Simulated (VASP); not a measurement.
# NaI (series) (Fm-3m) in VASP: notebook

The runs below take NaI (series) through single point, with PBE.

Everything below comes from runs of VASP 6.6.1. Logs are shortened: lines on timing, memory, paths and dates and some standing lists are left out, and cuts for length are marked.

**1. The cell of the first run**

It takes space group Fm-3m (No. 225, cubic). Conventional cell: a = 6.473 Å, b = 6.473 Å, c = 6.473 Å, α = 90.00°, β = 90.00°, γ = 90.00°. Na (site symmetry m-3m) has 6 I at 3.24 Å within 4.3 Å. Within 4.3 Å of I (site symmetry m-3m) lie 6 Na at 3.24 Å.

**2. Single point, PBE**

Contents of INCAR:

```
SYSTEM = NaI
ALGO     = Normal         ! electronic algorithm
EDIFF    = 1E-6           ! SCF threshold, eV
ENCUT    = 500            ! plane-wave cutoff, eV
GGA      = PE             ! functional
GGA_COMPAT= .False.      
ISIF     = 2              ! what is computed and relaxed
ISMEAR   = 0              ! smearing method
LASPH    = .True.         ! aspherical terms in the spheres
LCHARG   = .True.         ! write CHGCAR
LELF     = .True.         ! ELF
LREAL    = .False.        ! projectors in reciprocal space
LVHAR    = .True.       
LWAVE    = .False.        ! write WAVECAR
NBANDS   = 14             ! bands
NELM     = 120            ! most SCF steps
PREC     = Accurate       ! precision mode
SIGMA    = 0.02           ! smearing width, eV
```

Contents of KPOINTS:

```
k-points
0
Gamma
  8 8 8
  0 0 0
```

Contents of POSCAR:

```
NaI
1.0
    0.0000000000      3.2364000000      3.2364000000
    3.2364000000      0.0000000000      3.2364000000
    3.2364000000      3.2364000000      0.0000000000
Na I
1 1
Direct
    0.0000000000      0.0000000000      0.0000000000
    0.5000000000      0.5000000000      0.5000000000
```

Potentials or basis: VASP PAW PBE potentials, release 64 (Na_pv, I).

Launch:

```bash
$ cat potpaw_PBE.64/Na_pv/POTCAR potpaw_PBE.64/I/POTCAR > POTCAR
$ mpirun -np 1 vasp_std > vasp.out
```

OUTCAR:

```text
SYSTEM = NaI
   EDIFF = 1E-6
   ENCUT = 500
   GGA = PE
   ISIF = 2
   ISMEAR = 0
   LASPH = .True.
   LREAL = .False.
   NELM = 120
   PREC = Accurate

 ion  position               nearest neighbor table
   1  0.000  0.000  0.000-
   2  0.500  0.500  0.500-

  LATTYP: Found a face centered cubic cell.
 ALAT       =     6.4728000000

  Lattice vectors:

 A1 = (   0.0000000000,   3.2364000000,   3.2364000000)
 A2 = (   3.2364000000,   0.0000000000,   3.2364000000)
 A3 = (   3.2364000000,   3.2364000000,   0.0000000000)

Analysis of symmetry for initial positions (statically):
=====================================================================
 Subroutine PRICEL returns:
 Original cell was already a primitive cell.

 Routine SETGRP: Setting up the symmetry group for a
 face centered cubic supercell.

 Subroutine GETGRP returns: Found 48 space group operations
 (whereof 48 operations were pure point group operations)
 out of a pool of 48 trial point group operations.

The static configuration has the point symmetry O_h .

Analysis of symmetry for dynamics (positions and initial velocities):
=====================================================================
 Subroutine PRICEL returns:
 Original cell was already a primitive cell.

 Routine SETGRP: Setting up the symmetry group for a
 face centered cubic supercell.

 Subroutine GETGRP returns: Found 48 space group operations
 (whereof 48 operations were pure point group operations)
 out of a pool of 48 trial point group operations.

The dynamic configuration has the point symmetry O_h .

 Subroutine INISYM returns: Found 48 space group operations
 (whereof 48 operations are pure point group operations),
 and found     1 'primitive' translations

----------------------------------------------------------------------------------------

                                     Primitive cell

  volume of cell :      67.7980

  direct lattice vectors                    reciprocal lattice vectors
     0.000000000  3.236400000  3.236400000    -0.154492646  0.154492646  0.154492646
     3.236400000  0.000000000  3.236400000     0.154492646 -0.154492646  0.154492646
     3.236400000  3.236400000  0.000000000     0.154492646  0.154492646 -0.154492646

  length of vectors
     4.576960773  4.576960773  4.576960773     0.267589113  0.267589113  0.267589113

  position of ions in fractional coordinates (direct lattice)
     0.000000000  0.000000000  0.000000000
     0.500000000  0.500000000  0.500000000

  ion indices of the primitive-cell ions
   primitive index   ion index
                 1           1
                 2           2

----------------------------------------------------------------------------------------

 KPOINTS: k-points

Automatic generation of k-mesh.
 Grid dimensions read from file:
 generate k-points for:    8    8    8

 Generating k-lattice:

  Cartesian coordinates                     Fractional coordinates (reciprocal lattice)
    -0.019311581  0.019311581  0.019311581     0.125000000  0.000000000  0.000000000
     0.019311581 -0.019311581  0.019311581     0.000000000  0.125000000  0.000000000
     0.019311581  0.019311581 -0.019311581     0.000000000  0.000000000  0.125000000

  Length of vectors
     0.033448639  0.033448639  0.033448639

  Shift w.r.t. Gamma in fractional coordinates (k-lattice)
     0.000000000  0.000000000  0.000000000

 Subroutine IBZKPT returns following result:
 ===========================================

 Found     29 irreducible k-points:

 Following reciprocal coordinates:
            Coordinates               Weight
  0.000000  0.000000  0.000000      1.000000
  0.125000  0.000000  0.000000      8.000000
  0.250000  0.000000  0.000000      8.000000
  0.375000  0.000000  0.000000      8.000000
  0.500000  0.000000  0.000000      4.000000
  0.125000  0.125000  0.000000      6.000000
[... 16 lines left out ...]
  0.500000  0.250000  0.125000     48.000000
 -0.375000  0.250000  0.125000     24.000000
 [... further k-points ...]
   k-points           NKPTS =     29   k-points in BZ     NKDIM =     29   number of bands    NBANDS=     14
   number of dos      NEDOS =    301   number of ions     NIONS =      2
   total plane-waves  NPLWV =  46656
   dimension x,y,z NGX =    36 NGY =   36 NGZ =   36
   dimension x,y,z NGXF=    72 NGYF=   72 NGZF=   72
   ions per type =               1   1
   NGX,Y,Z   is equivalent  to a cutoff of  13.08, 13.08, 13.08 a.u.
   NGXF,Y,Z  is equivalent  to a cutoff of  26.15, 26.15, 26.15 a.u.
 SYSTEM =  NaI
   PREC   = accura    normal or accurate (medium, high low for compatibility)
   ISTART =      0    job   : 0-new  1-cont  2-samecut
   ICHARG =      2    charge: 1-file 2-atom 10-const
   ISPIN  =      1    spin polarized calculation?
   LNONCOLLINEAR =      F non collinear calculations
   LSORBIT =      F    spin-orbit coupling
   LASPH  =      T    aspherical Exc in radial PAW
   ENCUT  =  500.0 eV  36.75 Ry    6.06 a.u.   8.34  8.34  8.34*2*pi/ulx,y,z
   NELM   =    120;   NELMIN=  2; NELMDL= -5     # of ELM steps
   EDIFF  = 0.1E-05   stopping-criterion for ELM
   LREAL  =      F    real-space projection
   EDIFFG = 0.1E-04   stopping-criterion for IOM
   NSW    =      0    number of steps for IOM
   IBRION =     -1    ionic relax: 0-MD 1-quasi-New 2-CG
   NFREE  =      0    steps in history (QN), initial steepest desc. (CG)
   ISIF   =      2    stress and relaxation
   ISYM   =      2    0-nonsym 1-usesym 2-fastsym
   POTIM  = 0.5000    time-step for ionic-motion
   TEBEG  =    0.0;   TEEND  =   0.0 temperature during run
   PSTRESS=    0.0 pullay stress
   NELECT =      14.0000    total number of electrons
   NUPDOWN=      -1.0000    fix difference up-down
   EMIN   =  10.00;   EMAX   =-10.00  energy-range for DOS
   EFERMI =   0.00;   METHOD = LEGACY
   ISMEAR =     0;   SIGMA  =   0.02  broadening in eV -4-tet -1-fermi 0-gaus
   EFERMI_NEDOS =   21; number of points for ismear=-14 and -15
   IALGO  =     38    algorithm
   IMIX   =      4    mixing-type and parameters
     AMIX     =   0.40;   BMIX     =  1.00
     AMIX_MAG =   1.60;   BMIX_MAG =  1.00
  volume/ion in A,a.u.               =      33.90       228.76
  Fermi-wavevector in a.u.,A,eV,Ry     =   0.967636  1.828567 12.739397  0.936319
  Thomas-Fermi vector in A             =   2.097538
   LORBIT       =      0    0 simple, 1 ext, 2 COOP (PROOUT), +10 PAW based schemes
   GGA     = PE    functional components
   LHFCALC =     F    Hartree Fock is set to
   AEXX    =    0.0000 exact exchange contribution
   IVDW    =     0    specifies the selected vdW correction
   LEPSILON=     F    determine dielectric tensor
   LRPA    =     F    only Hartree local field effects (RPA)
 non-spin polarized calculation
 Gauss-broadening in eV      SIGMA  =   0.02
  energy-cutoff  :      500.00
  volume of cell :       67.80
 maximum number of plane-waves:      1759
 NGX is ok and might be reduce to    36
   NGX = 17   NGY = 17   NGZ = 17

 number of electron      13.9999993 magnetization

 Free energy of the ion-electron system (eV)
  ---------------------------------------------------
  ext. energy  EPLUGINS =         0.00000000
  ---------------------------------------------------
  free energy    TOTEN  =        -5.38501663 eV

  energy without entropy =       -5.38501663  energy(sigma->0) =       -5.38501663

 E-fermi :   0.8933     XC(G=0):  -7.7050

 val. band max:        0.8063567944   @ k =   0.0000   0.0000   0.0000
 cond. band min:       4.4467831778   @ k =   0.0000   0.0000   0.0000
 fundamental gap:      3.6404263834
 Fermi energy:         0.8932977368

 k-point     1 :       0.0000    0.0000    0.0000
  band No.  band energies     occupation
      1     -21.6329      2.00000
      2     -21.6329      2.00000
      3     -21.6329      2.00000
      4     -10.2112      2.00000
      5       0.8064      2.00000
      6       0.8064      2.00000
      7       0.8064      2.00000
      8       4.4468      0.00000
      9       8.7361      0.00000
     10       8.7361      0.00000
     11       8.7361      0.00000
     12      10.5543      0.00000
     13      10.5543      0.00000
     14      11.2413      0.00000

 k-point     2 :       0.1250    0.0000    0.0000
  band No.  band energies     occupation
      1     -21.6337      2.00000
      2     -21.6330      2.00000
      3     -21.6330      2.00000
      4     -10.1683      2.00000
      5       0.3460      2.00000
      6       0.7619      2.00000
      7       0.7619      2.00000
      8       4.9662      0.00000
      9       8.3720      0.00000
     10       8.8867      0.00000
     11       8.8867      0.00000
     12      10.1284      0.00000
     13      10.1284      0.00000
     14      11.7506      0.00000

 k-point     3 :       0.2500    0.0000    0.0000
  band No.  band energies     occupation
      1     -21.6356      2.00000
      2     -21.6331      2.00000
      3     -21.6331      2.00000
      4     -10.0605      2.00000
      5      -0.4842      2.00000
      6       0.6595      2.00000
      7       0.6595      2.00000
      8       5.7329      0.00000
      9       8.3080      0.00000
     10       8.7716      0.00000
     11       8.7716      0.00000
     12      10.3445      0.00000
     13      10.3445      0.00000
     14      11.2241      0.00000
[... 324 lines left out ...]
 k-point    23 :       0.5000    0.2500    0.1250
  band No.  band energies     occupation
      1     -21.6368      2.00000
      2     -21.6344      2.00000
      3     -21.6335      2.00000
      4      -9.8936      2.00000
      5      -0.9626      2.00000
      6      -0.0267      2.00000
      7       0.3879      2.00000
      8       6.8301      0.00000
      9       7.3945      0.00000
     10       8.2106      0.00000
     11       9.2972      0.00000
     12      11.0056      0.00000
     13      12.8580      0.00000
     14      13.0808      0.00000

 k-point    24 :      -0.3750    0.2500    0.1250
  band No.  band energies     occupation
      1     -21.6373      2.00000
      2     -21.6345      2.00000
      3     -21.6337      2.00000
      4      -9.8553      2.00000
      5      -1.0996      2.00000
      6      -0.1044      2.00000
      7       0.3211      2.00000
      8       6.9426      0.00000
      9       7.1030      0.00000
     10       9.0718      0.00000
     11       9.0803      0.00000
     12      11.2962      0.00000
     13      12.2494      0.00000
     14      13.5077      0.00000

 [... further k-points ...]

------------------------ aborting loop because EDIFF is reached ----------------------------------------

  FORCE on cell =-STRESS in cart. coord.  units (eV):
  Direction    XX          YY          ZZ          XY          YZ          ZX
  --------------------------------------------------------------------------------------
  -------------------------------------------------------------------------------------
  Total        0.1840727      0.1840727      0.1840727      0.0000000     -0.0000000     -0.0000000
  in kB        4.3499419      4.3499419      4.3499419      0.0000000     -0.0000000     -0.0000000
  external PRESSURE =       4.3499419 kB  Pullay stress =       0.0000000 kB

 VOLUME and BASIS-vectors are now :
 -----------------------------------------------------------------------------
  energy-cutoff  :      500.00
  volume of cell :       67.80
      direct lattice vectors                 reciprocal lattice vectors
     0.000000000  3.236400000  3.236400000    -0.154492646  0.154492646  0.154492646
     3.236400000  0.000000000  3.236400000     0.154492646 -0.154492646  0.154492646
     3.236400000  3.236400000  0.000000000     0.154492646  0.154492646 -0.154492646

 POSITION                                       TOTAL-FORCE (eV/Angst)
 -----------------------------------------------------------------------------------
      0.00000      0.00000      0.00000         0.000000     -0.000000      0.000000
      3.23640      3.23640      3.23640        -0.000000      0.000000     -0.000000
 -----------------------------------------------------------------------------------
    total drift:                                0.000000      0.000000      0.000000

  FREE ENERGIE OF THE ION-ELECTRON SYSTEM (eV)
  ---------------------------------------------------
  free  energy   TOTEN  =        -5.3850166329 eV

  energy  without entropy=       -5.3850166329  energy(sigma->0) =       -5.38501663
```

Run time: 64 s. Hardware: 1 thread of AMD EPYC 7R13, shared host; peak memory 0.18 GiB.

What came out:

* Free energy: -5.3850 eV
* Pressure: 0.4 GPa
* Band gap on the k mesh: 3.64 eV, direct

Caveat: spin-orbit coupling is left out, which moves the levels of the heavy elements. As with any semilocal functional, this PBE gap is likely too small.

**3. Single point, PBE**

Contents of INCAR:

```
SYSTEM = NaI
PREC = Accurate ; ENCUT = 500
EDIFF = 1E-6 ; ISMEAR = 0
SIGMA = 0.02 ; LREAL = .False.
LASPH = .True. ; NELM = 120
ALGO = Normal ; ISIF = 2
LWAVE = .False. ; LCHARG = .True.
GGA = PE ; LELF = .True.
LVHAR = .True. ; NBANDS = 14
GGA_COMPAT = .False.
```

Contents of KPOINTS:

```
regular mesh
0
Gamma
  10 10 10
  0 0 0
```

POSCAR is that of step 2.

Potentials or basis: VASP PAW PBE potentials, release 64 (Na_pv, I).

Launch:

```bash
$ cat potpaw_PBE.64/Na_pv/POTCAR potpaw_PBE.64/I/POTCAR > POTCAR
$ mpirun -np 1 vasp_std > vasp.out
```

It took 1.8 min on 1 thread of AMD EPYC 7R13, shared host; peak memory 0.19 GiB.

It converged, with:

```yaml
Free_energy: -5.3850 eV
Pressure: 0.4 GPa
Band_gap_on_the_k_mesh: 3.64 eV, direct
```

Levels at points of the mesh, in eV from the valence-band top:
```tsv
k point	band 5	band 6	band 7	band 8	band 9	band 10
(0.00, 0.00, 0.00)	0.00	0.00	0.00	3.64	7.93	7.93
(0.50, 0.00, 0.00)	-2.18	-0.28	-0.28	5.09	7.44	7.44
(0.50, 0.50, 0.00)	-1.90	-0.74	-0.74	4.49	5.55	9.87
```

Caveat: spin-orbit coupling is left out, which moves the levels of the heavy elements.
